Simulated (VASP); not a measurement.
# AlRu (Pm-3m) in VASP: notebook, part 2 of 2

VASP 6.6.1. The steps go on from the part before.

### Step 5. Single point, r2SCAN

This run uses another cell than the first one, of 13.39 Å³/atom, 1.064 times its volume.

File POSCAR:

```
AlRu
1.0
    2.9916000000      0.0000000000      0.0000000000
    0.0000000000      2.9916000000      0.0000000000
    0.0000000000      0.0000000000      2.9916000000
Al Ru
1 1
Direct
    0.0000000000      0.0000000000      0.0000000000
    0.5000000000      0.5000000000      0.5000000000
```

File INCAR.step1:

```
SYSTEM = AlRu
PREC     = Accurate       ! precision mode
ENCUT    = 520            ! plane-wave cutoff, eV
ISMEAR   = -1             ! smearing method
SIGMA    = 0.15           ! smearing width, eV
LREAL    = .False.        ! projectors in reciprocal space
LASPH    = .True.         ! aspherical terms in the spheres
NELM     = 60             ! most SCF steps
NBANDS   = 16             ! bands
GGA      = PE             ! functional
ALGO     = Normal         ! electronic algorithm
EDIFF    = 1E-4           ! SCF threshold, eV
LWAVE    = .True.         ! write WAVECAR
LCHARG   = .False.        ! write CHGCAR
```

File INCAR.step2:

```
SYSTEM = AlRu
PREC     = Accurate       ! precision mode
ENCUT    = 520            ! plane-wave cutoff, eV
EDIFF    = 1E-6           ! SCF threshold, eV
ISMEAR   = -1             ! smearing method
SIGMA    = 0.15           ! smearing width, eV
LREAL    = .False.        ! projectors in reciprocal space
LASPH    = .True.         ! aspherical terms in the spheres
NELM     = 60             ! most SCF steps
ALGO     = Normal         ! electronic algorithm
ISIF     = 2              ! what is computed and relaxed
LWAVE    = .False.        ! write WAVECAR
LCHARG   = .True.         ! write CHGCAR
METAGGA  = R2SCAN         ! meta-GGA
LMIXTAU  = .True.       
LELF     = .True.         ! ELF
LVHAR    = .True.       
NBANDS   = 16             ! bands
ISTART   = 1
```

File KPOINTS:

```
regular mesh
0
Gamma
  10 10 10
  0 0 0
```

Potentials or basis: VASP PAW PBE potentials, release 64 (Al, Ru_pv).

Run with:

```sh
> cat potpaw_PBE.64/Al/POTCAR potpaw_PBE.64/Ru_pv/POTCAR > POTCAR
> cp INCAR.step1 INCAR
> mpirun -np 1 vasp_std > vasp.out
> cp INCAR.step2 INCAR
> mpirun -np 1 vasp_std > vasp.out
```

OUTCAR:

```text
SYSTEM = AlRu
   PREC = Accurate
   ENCUT = 520
   EDIFF = 1E-6
   ISMEAR = -1
   LREAL = .False.
   LASPH = .True.
   NELM = 60
   ISIF = 2
   METAGGA = R2SCAN
   ISTART = 1

 ion  position               nearest neighbor table
   1  0.000  0.000  0.000-   2 2.59   2 2.59   2 2.59   2 2.59   2 2.59   2 2.59   2 2.59   2 2.59

   2  0.500  0.500  0.500-   1 2.59   1 2.59   1 2.59   1 2.59   1 2.59   1 2.59   1 2.59   1 2.59

  LATTYP: Found a simple cubic cell.
 ALAT       =     2.9916000000

  Lattice vectors:

 A1 = (   2.9916000000,   0.0000000000,   0.0000000000)
 A2 = (   0.0000000000,   2.9916000000,   0.0000000000)
 A3 = (   0.0000000000,   0.0000000000,   2.9916000000)

Analysis of symmetry for initial positions (statically):
=====================================================================
 Subroutine PRICEL returns:
 Original cell was already a primitive cell.

 Routine SETGRP: Setting up the symmetry group for a
 simple cubic supercell.

 Subroutine GETGRP returns: Found 48 space group operations
 (whereof 48 operations were pure point group operations)
 out of a pool of 48 trial point group operations.

The static configuration has the point symmetry O_h .

Analysis of symmetry for dynamics (positions and initial velocities):
=====================================================================
 Subroutine PRICEL returns:
 Original cell was already a primitive cell.

 Routine SETGRP: Setting up the symmetry group for a
 simple cubic supercell.

 Subroutine GETGRP returns: Found 48 space group operations
 (whereof 48 operations were pure point group operations)
 out of a pool of 48 trial point group operations.

The dynamic configuration has the point symmetry O_h .

 Subroutine INISYM returns: Found 48 space group operations
 (whereof 48 operations are pure point group operations),
 and found     1 'primitive' translations

[... 111 lines left out ...]
   IALGO  =     38    algorithm
   IMIX   =      4    mixing-type and parameters
     AMIX     =   0.40;   BMIX     =  1.00
     AMIX_MAG =   1.60;   BMIX_MAG =  1.00
  volume/ion in A,a.u.               =      13.39        90.34
  Fermi-wavevector in a.u.,A,eV,Ry     =   1.407087  2.659009 26.938090  1.979894
  Thomas-Fermi vector in A             =   2.529382
   LORBIT       =      0    0 simple, 1 ext, 2 COOP (PROOUT), +10 PAW based schemes
   METAGGA = R2SCAN    functional components
   LHFCALC =     F    Hartree Fock is set to
   AEXX    =    0.0000 exact exchange contribution
   IVDW    =     0    specifies the selected vdW correction
   LEPSILON=     F    determine dielectric tensor
   LRPA    =     F    only Hartree local field effects (RPA)
 non-spin polarized calculation
  energy-cutoff  :      520.00
  volume of cell :       26.77
 maximum number of plane-waves:       739
 NGX is ok and might be reduce to    24
   NGX = 11   NGY = 11   NGZ = 11

 number of electron      16.9999995 magnetization

 Free energy of the ion-electron system (eV)
  ---------------------------------------------------
  ext. energy  EPLUGINS =         0.00000000
  ---------------------------------------------------
  free energy    TOTEN  =       -33.66957220 eV

  energy without entropy =      -33.56797939  energy(sigma->0) =      -33.61877579

 E-fermi :  10.6124     XC(G=0): -13.6160

 val. band max:       10.6111035186   @ k =   0.2000   0.1000   0.0000
 cond. band min:      10.6808725604   @ k =   0.4000   0.4000   0.2000
 fundamental gap:      0.0697690418
 Fermi energy:        10.6124216004

 k-point     1 :       0.0000    0.0000    0.0000
  band No.  band energies     occupation
      1     -32.5095      2.00000
      2     -32.5095      2.00000
      3     -32.5095      2.00000
      4       0.3954      2.00000
      5       6.8868      2.00000
      6       6.8868      2.00000
[... 433 lines left out ...]
      3     -32.5154      2.00000
      4       2.4544      2.00000
      5       6.9058      2.00000
      6       7.5557      2.00000
[... 8 lines left out ...]
     15      25.2110      0.00000
     16      25.9996      0.00000

 [... further k-points ...]

------------------------ aborting loop because EDIFF is reached ----------------------------------------

  FORCE on cell =-STRESS in cart. coord.  units (eV):
  Direction    XX          YY          ZZ          XY          YZ          ZX
  --------------------------------------------------------------------------------------
  -------------------------------------------------------------------------------------
  Total       -0.2557964     -0.2557964     -0.2557964      0.0000000     -0.0000000      0.0000000
  in kB      -15.3071540    -15.3071540    -15.3071540      0.0000000     -0.0000000      0.0000000
  external PRESSURE =     -15.3071540 kB  Pullay stress =       0.0000000 kB

 VOLUME and BASIS-vectors are now :
 -----------------------------------------------------------------------------
  energy-cutoff  :      520.00
  volume of cell :       26.77
      direct lattice vectors                 reciprocal lattice vectors
     2.991600000  0.000000000  0.000000000     0.334269287  0.000000000  0.000000000
     0.000000000  2.991600000  0.000000000     0.000000000  0.334269287  0.000000000
     0.000000000  0.000000000  2.991600000     0.000000000  0.000000000  0.334269287

 POSITION                                       TOTAL-FORCE (eV/Angst)
 -----------------------------------------------------------------------------------
      0.00000      0.00000      0.00000         0.000000      0.000000      0.000000
      1.49580      1.49580      1.49580         0.000000      0.000000      0.000000
 -----------------------------------------------------------------------------------
    total drift:                                0.000000     -0.000000     -0.000000

  FREE ENERGIE OF THE ION-ELECTRON SYSTEM (eV)
  ---------------------------------------------------
  free  energy   TOTEN  =       -33.6695722012 eV

  energy  without entropy=      -33.5679793858  energy(sigma->0) =      -33.61877579
```

It used 60 s of CPU time on 1 thread of AMD EPYC 7R13 Processor (Zen 3), on a shared host.

What came out:

- Free energy: -33.6696 eV
- Pressure: -1.5 GPa

Levels at points of the mesh, in eV from the Fermi level:
| k point | band 5 | band 6 | band 7 | band 8 | band 9 | band 10 | band 11 | band 12 | band 13 | band 14 |
| --- | --- | --- | --- | --- | --- | --- | --- | --- | --- | --- |
| (0.00, 0.00, 0.00) | -3.73 | -3.73 | 0.12 | 0.12 | 0.12 | 6.47 | 6.47 | 6.47 | 10.31 | 11.42 |
| (0.50, 0.00, 0.00) | -5.74 | -2.85 | -1.74 | -1.74 | 0.38 | 2.47 | 7.70 | 10.31 | 11.57 | 11.57 |
| (0.50, 0.50, 0.00) | -3.19 | -1.52 | -1.52 | -1.29 | -1.29 | 1.68 | 5.61 | 6.71 | 10.31 | 11.38 |
| (0.50, 0.50, 0.50) | -4.96 | -4.96 | 1.77 | 1.77 | 3.15 | 4.28 | 4.28 | 4.28 | 8.92 | 8.92 |

Caveat: the PAW data sets were made with another functional, which shifts forces and pressure a little.

### Step 6. Summary

| cell | gap on the mesh (eV) | pressure (GPa) |
| --- | --- | --- |
| a = 2.931 Å, 2 atoms | none | 13.6 |
| a = 2.951 Å, 2 atoms | none | 8.0 |
| a = 2.972 Å, 2 atoms | none | 3.0 |
| a = 2.992 Å, 2 atoms | none | -1.5 |

Alike in all rows: task single point; level r2SCAN; potentials or basis VASP PAW PBE potentials, release 64 (Al, Ru_pv); no spin polarisation; k mesh 10 × 10 × 10; cutoff (eV) 520; smearing fermi-dirac 0.15 eV.

Caveats: the PAW data sets were made with another functional, which shifts forces and pressure a little.

Absolute energies hang on the potentials; compare differences alone.
